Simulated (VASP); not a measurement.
Input of a VASP 6.6.1 run:

Contents of INCAR:

```
PREC = Accurate
ENCUT = 520
EDIFF = 1E-6
ISMEAR = 0
SIGMA = 0.01
LREAL = F
LASPH = T
NELM = 80
ALGO = Normal
ISIF = 2
LWAVE = F
LCHARG = F
GGA = PE
NBANDS = 16
```

File KPOINTS:

```
Automatic mesh
0
Gamma
  12 12 12
```

File POSCAR:

```
GaSb
1.0
    0.0000000000      2.8458136459      2.8458136459
    2.8458136459      0.0000000000      2.8458136459
    2.8458136459      2.8458136459      0.0000000000
Ga Sb
1 1
Direct
    0.0000000000      0.0000000000      0.0000000000
    0.7500000000      0.7500000000      0.7500000000
```

Potentials or basis: VASP PAW PBE potentials, release 64 (Ga_d, Sb).

The run is started by

```sh
$ cat potpaw_PBE.64/Ga_d/POTCAR potpaw_PBE.64/Sb/POTCAR > POTCAR
$ mpirun -np 1 vasp_std > vasp.out
```

(1) Predict the band gap on the k mesh.

(2) Estimate the pressure.

Answers

(1) 0.46 eV (least direct gap 1.70 eV).

(2) 22.1 GPa.

Caveat: the cell stands under pressure; semilocal functionals underestimate gaps, and a narrow one can read as zero; spin-orbit coupling is left out, which moves the levels of the heavy elements.
